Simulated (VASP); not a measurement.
# V (Fm-3m) in VASP: notebook, part 2 of 2

VASP 6.6.1.

### Step 3. Single point, BLYP, collinear spin, ferromagnetic start

Input file INCAR:

```
SYSTEM = V
  PREC = Accurate
  ENCUT = 520
  EDIFF = 1E-6
  ISMEAR = 1
  SIGMA = 0.2
  LREAL = .FALSE.
  LASPH = .TRUE.
  NELM = 150
  ALGO = Normal
  ISIF = 2
  LWAVE = .FALSE.
  LCHARG = .FALSE.
  ISPIN = 2
  MAGMOM = 1.5
  LORBIT = 11
  LMAXMIX = 4
  GGA = B5
  ALDAX = 1.0
  AGGAX = 1.0
  AGGAC = 1.0
  ALDAC = 0.0
  ISYM = 0
  NBANDS = 16
```

Input file KPOINTS:

```
Automatic mesh
0
Gamma
  6 6 6
  0.5 0.5 0.5
```

Input file POSCAR:

```
V
1.0
    0.0000000000      1.8950000000      1.8950000000
    1.8950000000      0.0000000000      1.8950000000
    1.8950000000      1.8950000000      0.0000000000
V
1
Direct
    0.0000000000      0.0000000000      0.0000000000
```

Potentials or basis: VASP PAW PBE potentials, release 64 (V_sv).

Run with:

```bash
> cat potpaw_PBE.64/V_sv/POTCAR > POTCAR
> mpirun -np 1 vasp_std > vasp.out
```

OUTCAR:

```text
SYSTEM = V
   PREC = Accurate
   ENCUT = 520
   EDIFF = 1E-6
   ISMEAR = 1
   LREAL = .FALSE.
   LASPH = .TRUE.
   NELM = 150
   ISIF = 2
   ISPIN = 2
   LORBIT = 11
   GGA = B5
   ISYM = 0

 ion  position               nearest neighbor table
   1  0.000  0.000  0.000-

IMPORTANT INFORMATION: All symmetrisations will be switched off!
NOSYMM: (Re-)initialisation of all symmetry stuff for point group C_1.

----------------------------------------------------------------------------------------

                                     Primitive cell

[... 1070 lines left out ...]
  -------------------------------------------------------------------------------------
  Total        0.7744656      0.7744653      0.7744516      0.0000094      0.0000094      0.0000099
  in kB       91.1706576     91.1706200     91.1690095      0.0011073      0.0011115      0.0011603
  external PRESSURE =      91.1700957 kB  Pullay stress =       0.0000000 kB

 VOLUME and BASIS-vectors are now :
 -----------------------------------------------------------------------------
  energy-cutoff  :      520.00
  volume of cell :       13.61
      direct lattice vectors                 reciprocal lattice vectors
     0.000000000  1.895000000  1.895000000    -0.263852243  0.263852243  0.263852243
     1.895000000  0.000000000  1.895000000     0.263852243 -0.263852243  0.263852243
     1.895000000  1.895000000  0.000000000     0.263852243  0.263852243 -0.263852243

 POSITION                                       TOTAL-FORCE (eV/Angst)
 -----------------------------------------------------------------------------------
      0.00000      0.00000      0.00000         0.000000     -0.000000      0.000000
 -----------------------------------------------------------------------------------
    total drift:                                0.000000     -0.000000      0.000000

  FREE ENERGIE OF THE ION-ELECTRON SYSTEM (eV)
  ---------------------------------------------------
  free  energy   TOTEN  =        -7.5915915996 eV

  energy  without entropy=       -7.5931734106  energy(sigma->0) =       -7.59211887

 total charge

# of ion       s       p       d       tot
------------------------------------------
    1        2.348   6.223   3.109  11.680

 magnetization (x)

# of ion       s       p       d       tot
------------------------------------------
    1       -0.000   0.000   0.000   0.000
```

OSZICAR:

```text
N       E                     dE             d eps       ncg     rms          rms(c)
DAV:   1     0.941665039852E+02    0.94167E+02   -0.65042E+03 27960   0.889E+02
DAV:   2    -0.691565190622E+01   -0.10108E+03   -0.96971E+02 30632   0.270E+02
DAV:   3    -0.843734947943E+01   -0.15217E+01   -0.15197E+01 31472   0.362E+01
DAV:   4    -0.844317872209E+01   -0.58292E-02   -0.58291E-02 33576   0.236E+00
DAV:   5    -0.844322977865E+01   -0.51057E-04   -0.51056E-04 31848   0.206E-01    0.178E+01
DAV:   6    -0.759393584947E+01    0.84929E+00   -0.15865E+00 27896   0.195E+01    0.249E+00
DAV:   7    -0.759186349900E+01    0.20724E-02   -0.45097E-02 31000   0.233E+00    0.176E+00
DAV:   8    -0.759342105356E+01   -0.15576E-02   -0.40673E-03 29696   0.740E-01    0.791E-01
DAV:   9    -0.759105943299E+01    0.23616E-02   -0.26089E-03 31440   0.594E-01    0.214E-01
DAV:  10    -0.759155977193E+01   -0.50034E-03   -0.40488E-04 29800   0.222E-01    0.466E-02
DAV:  11    -0.759158809896E+01   -0.28327E-04   -0.17383E-05 30168   0.395E-02    0.176E-02
DAV:  12    -0.759159078925E+01   -0.26903E-05   -0.63923E-06 30216   0.270E-02    0.820E-03
DAV:  13    -0.759159159962E+01   -0.81037E-06   -0.85114E-07 25616   0.949E-03
   1 F= -.75915916E+01 E0= -.75921189E+01  d E =0.158181E-02  mag=    -0.0001
```

It took 61 s on 1 thread of Intel Xeon 6975P-C (Granite Rapids), shared host; peak memory 0.24 GiB.

What came out:

- Free energy: -7.5916 eV
- Pressure: 9.1 GPa
- Net moment: 0.00 μB per cell
- Valence electrons inside the program's atomic spheres: V 11.68

Levels at points of the mesh, in eV from the Fermi level:
Spin up:
| k point | band 4 | band 5 | band 6 | band 7 | band 8 | band 9 |
| --- | --- | --- | --- | --- | --- | --- |
| (0.08, 0.08, 0.08) | -37.30 | -6.43 | -0.04 | 0.19 | 0.19 | 1.85 |
Spin down:
| k point | band 3 | band 4 | band 5 | band 6 | band 7 | band 8 | band 9 | band 10 |
| --- | --- | --- | --- | --- | --- | --- | --- | --- |
| (0.08, 0.08, 0.08) | -37.30 | -37.30 | -6.43 | -0.04 | 0.19 | 0.19 | 1.85 | 1.85 |

Caveat: the k points lie up to 0.48 Å⁻¹ apart; the PAW data sets were made with another functional, which shifts forces and pressure a little.

### Step 4. Single point, PBE, collinear spin, ferromagnetic start

Input file INCAR:

```
PREC = Accurate
ENCUT = 520
EDIFF = 1E-6
ISMEAR = 1
SIGMA = 0.2
LREAL = False
LASPH = True
NELM = 150
ALGO = Normal
ISIF = 2
LWAVE = False
LCHARG = False
ISPIN = 2
MAGMOM = 1.5
LORBIT = 11
LMAXMIX = 4
GGA = PE
NBANDS = 16
ISYM = 0
```

KPOINTS is that of step 3.

POSCAR is that of step 3.

Run with:

```bash
> cat potpaw_PBE.64/V_sv/POTCAR > POTCAR
> mpirun -np 1 vasp_std > vasp.out
```

Wall time 59 s (1 thread of Intel Xeon 6975P-C (Granite Rapids), shared host); peak memory 0.24 GiB.

Results (log left out):

```yaml
Free_energy: -8.7480 eV
Pressure: 3.9 GPa
Net_moment: 0.00 μB per cell
Valence_electrons_inside_the_program's_atomic_spheres: V 11.62
```

Levels at points of the mesh, in eV from the Fermi level:
Spin up:
| k point | band 4 | band 5 | band 6 | band 7 | band 8 | band 9 |
| --- | --- | --- | --- | --- | --- | --- |
| (0.08, 0.08, 0.08) | -37.40 | -6.63 | 0.02 | 0.24 | 0.24 | 1.89 |
Spin down:
```
           k point  band 3  band 4  band 5  band 6  band 7  band 8  band 9  band 10
(0.08, 0.08, 0.08)  -37.40  -37.40   -6.63    0.02    0.25    0.25    1.89     1.89
```

Caveat: the k points lie up to 0.48 Å⁻¹ apart.

### Step 5. Summary

```csv
level,gap on the mesh (eV),pressure (GPa),moment (μB)
RPBE,none,8.2,0.00
BLYP,none,9.1,0.00
PBE,none,3.9,0.00
```

Alike in all rows: task single point; potentials or basis VASP PAW PBE potentials, release 64 (V_sv); spin collinear, ferromagnetic start; cell as given; k mesh 6 × 6 × 6, shifted; cutoff (eV) 520; smearing methfessel-paxton 0.2 eV.

Caveats: all runs use coarse meshes; the PAW data sets were made with another functional, which shifts forces and pressure a little (some runs).

Absolute energies hang on the potentials; compare differences alone.
